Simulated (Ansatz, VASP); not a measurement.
# One calculation of Rh, two programs

```xyz
1
Lattice="0.0000 1.9016 1.9016 1.9016 0.0000 1.9016 1.9016 1.9016 0.0000" Properties=species:S:1:pos:R:3 pbc="T T T"
Rh    0.0000    0.0000    0.0000
```

Alike in both runs: task electric field gradients; functional PBE; k mesh 8 × 8 × 8; occupations fermi-dirac, width 0.08 eV; no spin polarisation.

```csv
,VASP,Ansatz
version,VASP 6.6.1,Ansatz 0.2.0
potentials or method,"VASP PAW PBE potentials, release 64 (Rh_pv)","PAW with Ansatz's default frozen-core files, scalar-relativistic"
plane-wave cutoff (eV),520,420
valence electrons in the cell,15,17
```

```tsv
	VASP	Ansatz	Ansatz less VASP
pressure (GPa)	6.9	6.9	-0.05
```

With one functional, cell and mesh, what is left measures potentials, basis and numerics. VASP's potentials hold 15 valence electrons a cell and Ansatz's 17, so a difference there can come from the potentials and not from the codes.
